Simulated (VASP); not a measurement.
# C (R-3m) in VASP: a series of runs, part 2 of 2

VASP 6.6.1. The steps go on from the part before.

**3. Single point, r2SCAN**

This run uses another cell than the first one, of 10.91 Å³/atom.

POSCAR

```
C
1.0
    1.2331900000      0.7119800000      8.2826200000
   -1.2331900000      0.7119800000      8.2826200000
    0.0000000000     -1.4239600000      8.2826200000
C
4
Direct
    0.9128300000      0.9128300000      0.9128300000
    0.2461500000      0.2461500000      0.2461500000
    0.7538500000      0.7538500000      0.7538500000
    0.0871700000      0.0871700000      0.0871700000
```

INCAR.step1

```
SYSTEM = C
PREC = Accurate ; ENCUT = 520
ISMEAR = -1 ; SIGMA = 0.1
LREAL = .FALSE. ; LASPH = .TRUE.
NELM = 80 ; NBANDS = 16
GGA = PE ; ALGO = Normal
EDIFF = 1E-4 ; LWAVE = .TRUE.
LCHARG = .FALSE.
```

INCAR.step2

```
SYSTEM = C
PREC = Accurate ; ENCUT = 520
EDIFF = 1E-6 ; ISMEAR = -1
SIGMA = 0.1 ; LREAL = .FALSE.
LASPH = .TRUE. ; NELM = 80
ALGO = Normal ; ISIF = 2
LWAVE = .FALSE. ; LCHARG = .TRUE.
METAGGA = R2SCAN ; LMIXTAU = .TRUE.
LELF = .TRUE. ; LVHAR = .TRUE.
NBANDS = 16 ; ISTART = 1
```

KPOINTS

```
Automatic mesh
0
G
  11 11 11
  0 0 0
```

Potentials or basis: VASP PAW PBE potentials, release 64 (C).

The run is started by

```console
cat potpaw_PBE.64/C/POTCAR > POTCAR
cp INCAR.step1 INCAR
mpirun -np 1 vasp_std > vasp.out
cp INCAR.step2 INCAR
mpirun -np 1 vasp_std > vasp.out
```

OUTCAR:

```text
SYSTEM = C
   PREC = Accurate
   ENCUT = 520
   EDIFF = 1E-6
   ISMEAR = -1
   LREAL = .FALSE.
   LASPH = .TRUE.
   NELM = 80
   ISIF = 2
   METAGGA = R2SCAN
   ISTART = 1

 ion  position               nearest neighbor table
   1  0.913  0.913  0.913-   2 1.42   2 1.42   2 1.42
   2  0.246  0.246  0.246-   1 1.42   1 1.42   1 1.42
   3  0.754  0.754  0.754-   4 1.42   4 1.42   4 1.42
   4  0.087  0.087  0.087-   3 1.42   3 1.42   3 1.42

  LATTYP: Found a trigonal (rhomboedric) cell.
 ALAT       =     8.4041339328
 COS(alpha) =     0.9569370225

  Lattice vectors:

 A1 = (   1.2331900000,   0.7119800000,   8.2826200000)
 A2 = (  -1.2331900000,   0.7119800000,   8.2826200000)
 A3 = (   0.0000000000,  -1.4239600000,   8.2826200000)

Analysis of symmetry for initial positions (statically):
=====================================================================
 Subroutine PRICEL returns:
 Original cell was already a primitive cell.

 Routine SETGRP: Setting up the symmetry group for a
 trigonal (rhombohedral) supercell.

 Subroutine GETGRP returns: Found 12 space group operations
 (whereof 12 operations were pure point group operations)
 out of a pool of 12 trial point group operations.

The static configuration has the point symmetry D_3d.

Analysis of symmetry for dynamics (positions and initial velocities):
=====================================================================
 Subroutine PRICEL returns:
 Original cell was already a primitive cell.

 Routine SETGRP: Setting up the symmetry group for a
 trigonal (rhombohedral) supercell.

 Subroutine GETGRP returns: Found 12 space group operations
 (whereof 12 operations were pure point group operations)
 out of a pool of 12 trial point group operations.

The dynamic configuration has the point symmetry D_3d.

 Subroutine INISYM returns: Found 12 space group operations
 (whereof 12 operations are pure point group operations),
 and found     1 'primitive' translations

----------------------------------------------------------------------------------------

                                     Primitive cell

  volume of cell :      43.6332

  direct lattice vectors                    reciprocal lattice vectors
     1.233190000  0.711980000  8.282620000     0.405452526  0.234088973  0.040244914
    -1.233190000  0.711980000  8.282620000    -0.405452526  0.234088973  0.040244914
     0.000000000 -1.423960000  8.282620000     0.000000000 -0.468177945  0.040244914

  length of vectors
     8.404133933  8.404133933  8.404133278     0.469903235  0.469903235  0.469904502

  position of ions in fractional coordinates (direct lattice)
     0.912830000  0.912830000  0.912830000
     0.246150000  0.246150000  0.246150000
     0.753850000  0.753850000  0.753850000
     0.087170000  0.087170000  0.087170000

  ion indices of the primitive-cell ions
   primitive index   ion index
                 1           1
                 2           2
                 3           3
                 4           4

----------------------------------------------------------------------------------------

 KPOINTS: Automatic mesh

Automatic generation of k-mesh.
 Grid dimensions read from file:
 generate k-points for:   11   11   11

 Generating k-lattice:

  Cartesian coordinates                     Fractional coordinates (reciprocal lattice)
     0.036859321  0.021280816  0.003658629     0.090909091  0.000000000  0.000000000
    -0.036859321  0.021280816  0.003658629     0.000000000  0.090909091  0.000000000
     0.000000000 -0.042561631  0.003658629     0.000000000  0.000000000  0.090909091

  Length of vectors
     0.042718476  0.042718476  0.042718591

  Shift w.r.t. Gamma in fractional coordinates (k-lattice)
     0.000000000  0.000000000  0.000000000

 Subroutine IBZKPT returns following result:
 ===========================================

 Found    146 irreducible k-points:

 Following reciprocal coordinates:
            Coordinates               Weight
  0.000000  0.000000  0.000000      1.000000
  0.090909 -0.000000 -0.000000      6.000000
  0.181818  0.000000 -0.000000      6.000000
  0.272727 -0.000000 -0.000000      6.000000
  0.363636 -0.000000 -0.000000      6.000000
  0.454545 -0.000000 -0.000000      6.000000
[... 16 lines left out ...]
 -0.272727  0.181818  0.000000     12.000000
 -0.181818  0.181818  0.000000      6.000000
 [... further k-points ...]
   k-points           NKPTS =    146   k-points in BZ     NKDIM =    146   number of bands    NBANDS=     16
   number of dos      NEDOS =    301   number of ions     NIONS =      4
   total plane-waves  NPLWV = 262144
   dimension x,y,z NGX =    64 NGY =   64 NGZ =   64
   dimension x,y,z NGXF=   128 NGYF=  128 NGZF=  128
   ions per type =               4
   NGX,Y,Z   is equivalent  to a cutoff of  12.66, 12.66, 12.66 a.u.
   NGXF,Y,Z  is equivalent  to a cutoff of  25.32, 25.32, 25.32 a.u.
 SYSTEM =  C
   PREC   = accura    normal or accurate (medium, high low for compatibility)
   ISTART =      1    job   : 0-new  1-cont  2-samecut
   ICHARG =      0    charge: 1-file 2-atom 10-const
   ISPIN  =      1    spin polarized calculation?
   LNONCOLLINEAR =      F non collinear calculations
   LSORBIT =      F    spin-orbit coupling
   LASPH  =      T    aspherical Exc in radial PAW
   ENCUT  =  520.0 eV  38.22 Ry    6.18 a.u.  15.63 15.63 15.63*2*pi/ulx,y,z
   NELM   =     80;   NELMIN=  2; NELMDL=  0     # of ELM steps
   EDIFF  = 0.1E-05   stopping-criterion for ELM
   LREAL  =      F    real-space projection
   EDIFFG = 0.1E-04   stopping-criterion for IOM
   NSW    =      0    number of steps for IOM
   IBRION =     -1    ionic relax: 0-MD 1-quasi-New 2-CG
   NFREE  =      0    steps in history (QN), initial steepest desc. (CG)
   ISIF   =      2    stress and relaxation
   ISYM   =      2    0-nonsym 1-usesym 2-fastsym
   POTIM  = 0.5000    time-step for ionic-motion
   TEBEG  =    0.0;   TEEND  =   0.0 temperature during run
   PSTRESS=    0.0 pullay stress
   NELECT =      16.0000    total number of electrons
   NUPDOWN=      -1.0000    fix difference up-down
   EMIN   =  10.00;   EMAX   =-10.00  energy-range for DOS
   EFERMI =   0.00;   METHOD = LEGACY
   ISMEAR =    -1;   SIGMA  =   0.10  broadening in eV -4-tet -1-fermi 0-gaus
   EFERMI_NEDOS =   21; number of points for ismear=-14 and -15
   IALGO  =     38    algorithm
   IMIX   =      4    mixing-type and parameters
     AMIX     =   0.40;   BMIX     =  1.00
     AMIX_MAG =   1.60;   BMIX_MAG =  1.00
  volume/ion in A,a.u.               =      10.91        73.61
  Fermi-wavevector in a.u.,A,eV,Ry     =   1.171771  2.214325 18.681427  1.373046
  Thomas-Fermi vector in A             =   2.308209
   LORBIT       =      0    0 simple, 1 ext, 2 COOP (PROOUT), +10 PAW based schemes
   METAGGA = R2SCAN    functional components
   LHFCALC =     F    Hartree Fock is set to
   AEXX    =    0.0000 exact exchange contribution
   IVDW    =     0    specifies the selected vdW correction
   LEPSILON=     F    determine dielectric tensor
   LRPA    =     F    only Hartree local field effects (RPA)
 non-spin polarized calculation
  energy-cutoff  :      520.00
  volume of cell :       43.63
 maximum number of plane-waves:      1195
   NGX = 31   NGY = 31   NGZ = 31

 number of electron      16.0000001 magnetization

 Free energy of the ion-electron system (eV)
  ---------------------------------------------------
  ext. energy  EPLUGINS =         0.00000000
  ---------------------------------------------------
  free energy    TOTEN  =       -39.71808733 eV

  energy without entropy =      -39.71788599  energy(sigma->0) =      -39.71798666

 E-fermi :   2.9292     XC(G=0):  -9.5999

 val. band max:        2.2839217136   @ k =  -0.1818   0.4545   0.0909
 cond. band min:       3.5950932646   @ k =  -0.3636   0.3636   0.0000
 fundamental gap:      1.3111715510
 Fermi energy:         2.9291586285

 k-point     1 :       0.0000    0.0000    0.0000
  band No.  band energies     occupation
      1     -17.8387      2.00000
      2     -17.7871      2.00000
      3      -5.4171      2.00000
      4      -4.7897      2.00000
      5      -0.2934      2.00000
      6      -0.2934      2.00000
[... 433 lines left out ...]
      3      -5.9527      2.00000
      4      -5.9425      2.00000
      5      -4.3583      2.00000
      6      -4.3508      2.00000
[... 8 lines left out ...]
     15      15.1345      0.00000
     16      15.1936      0.00000

 [... further k-points ...]

------------------------ aborting loop because EDIFF is reached ----------------------------------------

  FORCE on cell =-STRESS in cart. coord.  units (eV):
  Direction    XX          YY          ZZ          XY          YZ          ZX
  --------------------------------------------------------------------------------------
  -------------------------------------------------------------------------------------
  Total       -0.9408550     -0.9408482     -0.1933866      0.0000000     -0.0000000      0.0000000
  in kB      -34.5474898    -34.5472395     -7.1010108      0.0000000     -0.0000000      0.0000000
  external PRESSURE =     -25.3985800 kB  Pullay stress =       0.0000000 kB

 VOLUME and BASIS-vectors are now :
 -----------------------------------------------------------------------------
  energy-cutoff  :      520.00
  volume of cell :       43.63
      direct lattice vectors                 reciprocal lattice vectors
     1.233190000  0.711980000  8.282620000     0.405452526  0.234088973  0.040244914
    -1.233190000  0.711980000  8.282620000    -0.405452526  0.234088973  0.040244914
     0.000000000 -1.423960000  8.282620000     0.000000000 -0.468177945  0.040244914

 POSITION                                       TOTAL-FORCE (eV/Angst)
 -----------------------------------------------------------------------------------
      0.00000      0.00000     22.68187        -0.000000      0.000000     -0.001965
      0.00000      0.00000      6.11630        -0.000000     -0.000000      0.010081
      0.00000      0.00000     18.73156        -0.000000     -0.000000     -0.010081
      0.00000      0.00000      2.16599         0.000000     -0.000000      0.001965
 -----------------------------------------------------------------------------------
    total drift:                               -0.000000      0.000000     -0.000000

  FREE ENERGIE OF THE ION-ELECTRON SYSTEM (eV)
  ---------------------------------------------------
  free  energy   TOTEN  =       -39.7180873349 eV

  energy  without entropy=      -39.7178859910  energy(sigma->0) =      -39.71798666
```

It took 36 min on 1 thread of Intel Xeon 6975P-C (Granite Rapids), shared host; peak memory 0.61 GiB.

What came out:

* Free energy: -39.7181 eV
* Pressure: -2.5 GPa
* Largest force: 0.010 eV/Å

Forces in eV/Å, atoms in the order of the input:
```
C    0.000  0.000 -0.002
C    0.000  0.000  0.010
C    0.000  0.000 -0.010
C    0.000  0.000  0.002
```

Stress tensor (GPa, compression positive):
```
-3.45  0.00  0.00
 0.00 -3.45  0.00
 0.00  0.00 -0.71
```

Caveat: the PAW data sets were made with another functional, which shifts forces and pressure a little.

**4. Single point, r2SCAN**

This run uses another cell than the first one, of 11.18 Å³/atom.

POSCAR

```
C
1.0
    1.2433821151      0.7178643991      8.3510745093
   -1.2433821151      0.7178643991      8.3510745093
    0.0000000000     -1.4357287982      8.3510745093
C
4
Direct
    0.9128300000      0.9128300000      0.9128300000
    0.2461500000      0.2461500000      0.2461500000
    0.7538500000      0.7538500000      0.7538500000
    0.0871700000      0.0871700000      0.0871700000
```

INCAR.step1

```
SYSTEM = C
PREC = Accurate
ENCUT = 520
ISMEAR = -1
SIGMA = 0.1
LREAL = .False.
LASPH = .True.
NELM = 80
NBANDS = 16
GGA = PE
ALGO = Normal
EDIFF = 1E-4
LWAVE = .True.
LCHARG = .False.
```

INCAR.step2

```
SYSTEM = C
PREC = Accurate
ENCUT = 520
EDIFF = 1E-6
ISMEAR = -1
SIGMA = 0.1
LREAL = .False.
LASPH = .True.
NELM = 80
ALGO = Normal
ISIF = 2
LWAVE = .False.
LCHARG = .False.
METAGGA = R2SCAN
LMIXTAU = .True.
NBANDS = 16
ISTART = 1
```

KPOINTS

```
Automatic mesh
0
Gamma
  11 11 11
  0 0 0
```

Potentials or basis: VASP PAW PBE potentials, release 64 (C).

The run is started by

```console
cat potpaw_PBE.64/C/POTCAR > POTCAR
cp INCAR.step1 INCAR
mpirun -np 1 vasp_std > vasp.out
cp INCAR.step2 INCAR
mpirun -np 1 vasp_std > vasp.out
```

OUTCAR:

```text
SYSTEM = C
   PREC = Accurate
   ENCUT = 520
   EDIFF = 1E-6
   ISMEAR = -1
   LREAL = .False.
   LASPH = .True.
   NELM = 80
   ISIF = 2
   METAGGA = R2SCAN
   ISTART = 1

 ion  position               nearest neighbor table
   1  0.913  0.913  0.913-   2 1.44   2 1.44   2 1.44
   2  0.246  0.246  0.246-   1 1.44   1 1.44   1 1.44
   3  0.754  0.754  0.754-   4 1.44   4 1.44   4 1.44
   4  0.087  0.087  0.087-   3 1.44   3 1.44   3 1.44

  LATTYP: Found a trigonal (rhomboedric) cell.
 ALAT       =     8.4735927351
 COS(alpha) =     0.9569370225

  Lattice vectors:

 A1 = (   1.2433821151,   0.7178643991,   8.3510745093)
 A2 = (  -1.2433821151,   0.7178643991,   8.3510745093)
 A3 = (   0.0000000000,  -1.4357287982,   8.3510745093)

Analysis of symmetry for initial positions (statically):
=====================================================================
 Subroutine PRICEL returns:
 Original cell was already a primitive cell.

 Routine SETGRP: Setting up the symmetry group for a
 trigonal (rhombohedral) supercell.

 Subroutine GETGRP returns: Found 12 space group operations
[... 171 lines left out ...]
 cond. band min:       3.3936048148   @ k =  -0.3636   0.3636   0.0000
 fundamental gap:      1.2928549940
 Fermi energy:         2.7373048480

 k-point     1 :       0.0000    0.0000    0.0000
  band No.  band energies     occupation
      1     -17.8239      2.00000
      2     -17.7753      2.00000
      3      -5.4275      2.00000
      4      -4.8240      2.00000
      5      -0.4925      2.00000
      6      -0.4925      2.00000
[... 433 lines left out ...]
      3      -6.1046      2.00000
      4      -6.0949      2.00000
      5      -4.4637      2.00000
      6      -4.4566      2.00000
[... 8 lines left out ...]
     15      14.5727      0.00000
     16      14.6269      0.00000

 [... further k-points ...]

------------------------ aborting loop because EDIFF is reached ----------------------------------------

  FORCE on cell =-STRESS in cart. coord.  units (eV):
  Direction    XX          YY          ZZ          XY          YZ          ZX
  --------------------------------------------------------------------------------------
  -------------------------------------------------------------------------------------
  Total       -3.1708725     -3.1708495     -0.1932223      0.0000000     -0.0000000      0.0000000
  in kB     -113.5922542   -113.5914315     -6.9219312      0.0000000     -0.0000000      0.0000000
  external PRESSURE =     -78.0352056 kB  Pullay stress =       0.0000000 kB

 VOLUME and BASIS-vectors are now :
 -----------------------------------------------------------------------------
  energy-cutoff  :      520.00
  volume of cell :       44.72
      direct lattice vectors                 reciprocal lattice vectors
     1.243382115  0.717864399  8.351074509     0.402128995  0.232170124  0.039915023
    -1.243382115  0.717864399  8.351074509    -0.402128995  0.232170124  0.039915023
     0.000000000 -1.435728798  8.351074509     0.000000000 -0.464340248  0.039915023

 POSITION                                       TOTAL-FORCE (eV/Angst)
 -----------------------------------------------------------------------------------
      0.00000      0.00000     22.86933        -0.000000      0.000000     -0.002826
      0.00000      0.00000      6.16685        -0.000000      0.000000      0.009238
      0.00000      0.00000     18.88637         0.000000     -0.000000     -0.009238
      0.00000      0.00000      2.18389         0.000000      0.000000      0.002826
 -----------------------------------------------------------------------------------
    total drift:                               -0.000000      0.000000     -0.000000

  FREE ENERGIE OF THE ION-ELECTRON SYSTEM (eV)
  ---------------------------------------------------
  free  energy   TOTEN  =       -39.6833767526 eV

  energy  without entropy=      -39.6831552828  energy(sigma->0) =      -39.68326602
```

OUTCAR.step1:

```text
SYSTEM = C
   PREC = Accurate
   ENCUT = 520
   ISMEAR = -1
   LREAL = .False.
   LASPH = .True.
[... 684 lines left out ...]
      0.00000      0.00000      6.16685        -0.000000      0.000000      0.014962
      0.00000      0.00000     18.88637         0.000000     -0.000000     -0.014962
      0.00000      0.00000      2.18389        -0.000000     -0.000000     -0.004291
 -----------------------------------------------------------------------------------
    total drift:                               -0.000000      0.000000     -0.000000

  FREE ENERGIE OF THE ION-ELECTRON SYSTEM (eV)
  ---------------------------------------------------
  free  energy   TOTEN  =       -36.8882112937 eV

  energy  without entropy=      -36.8878900201  energy(sigma->0) =      -36.88805066
```

Run time: 36 min. Hardware: 1 thread of Intel Xeon 6975P-C (Granite Rapids), shared host; peak memory 0.62 GiB.

What came out:

| Item | Value |
| --- | --- |
| Free energy | -39.6834 eV |
| Pressure | -7.8 GPa |
| Largest force | 0.009 eV/Å |

Forces on the atoms (eV/Å):
```
C    0.000  0.000 -0.003
C    0.000  0.000  0.009
C    0.000  0.000 -0.009
C    0.000  0.000  0.003
```

Caveat: the cell stands under tension; the PAW data sets were made with another functional, which shifts forces and pressure a little.

**5. Single point, r2SCAN**

This run uses another cell than the first one, of 12.00 Å³/atom.

POSCAR

```
C
1.0
    1.2729975156      0.7349627966      8.5499839299
   -1.2729975156      0.7349627966      8.5499839299
    0.0000000000     -1.4699255932      8.5499839299
C
4
Direct
    0.9128300000      0.9128300000      0.9128300000
    0.2461500000      0.2461500000      0.2461500000
    0.7538500000      0.7538500000      0.7538500000
    0.0871700000      0.0871700000      0.0871700000
```

INCAR.step1

```
PREC = Accurate ; ENCUT = 520
ISMEAR = -1 ; SIGMA = 0.1
LREAL = False ; LASPH = True
NELM = 60 ; NBANDS = 16
GGA = PE ; ALGO = Normal
EDIFF = 1E-4 ; LWAVE = True
LCHARG = False
```

INCAR.step2

```
PREC = Accurate ; ENCUT = 520
EDIFF = 1E-6 ; ISMEAR = -1
SIGMA = 0.1 ; LREAL = False
LASPH = True ; NELM = 60
ALGO = Normal ; ISIF = 2
LWAVE = False ; LCHARG = False
METAGGA = R2SCAN ; LMIXTAU = True
NBANDS = 16 ; ISTART = 1
```

KPOINTS

```
regular mesh
0
Gamma
  11 11 11
```

The run is started by

```console
cat potpaw_PBE.64/C/POTCAR > POTCAR
cp INCAR.step1 INCAR
mpirun -np 1 vasp_std > vasp.out
cp INCAR.step2 INCAR
mpirun -np 1 vasp_std > vasp.out
```

Run time: 49 min. Hardware: 1 thread of Intel Xeon Platinum 8559C (Emerald Rapids), shared host; peak memory 0.74 GiB.

Results (log left out):

```yaml
Free_energy: -39.3901 eV
Pressure: -20.4 GPa
Largest_force: 0.007 eV/Å
```

Forces in eV/Å, atoms in the order of the input:
```
C    0.000  0.000 -0.005
C    0.000  0.000  0.007
C    0.000  0.000 -0.007
C    0.000  0.000  0.005
```

Stress tensor (GPa, compression positive):
```
-30.32   0.00   0.00
  0.00 -30.32   0.00
  0.00   0.00  -0.65
```

Caveat: the cell stands under tension; the PAW data sets were made with another functional, which shifts forces and pressure a little.

**6. The runs side by side**

```tsv
cell	pressure (GPa)	largest force (eV/Å)
a = 8.334 Å, angles 16.9°, 4 atoms	3.4	0.01
a = 8.404 Å, angles 16.9°, 4 atoms	-2.5	0.01
a = 8.474 Å, angles 16.9°, 4 atoms	-7.8	0.01
a = 8.675 Å, angles 16.9°, 4 atoms	-20.4	0.01
```

Alike in all rows: task single point; level r2SCAN; potentials or basis VASP PAW PBE potentials, release 64 (C); no spin polarisation; k mesh 11 × 11 × 11; cutoff (eV) 520; smearing fermi-dirac 0.1 eV.

Caveats: the PAW data sets were made with another functional, which shifts forces and pressure a little; the cell stands under tension (at least some runs); the cell stands under pressure (at least some runs).

Total energies depend on the potentials used, so only differences within one code and one set of settings carry meaning.
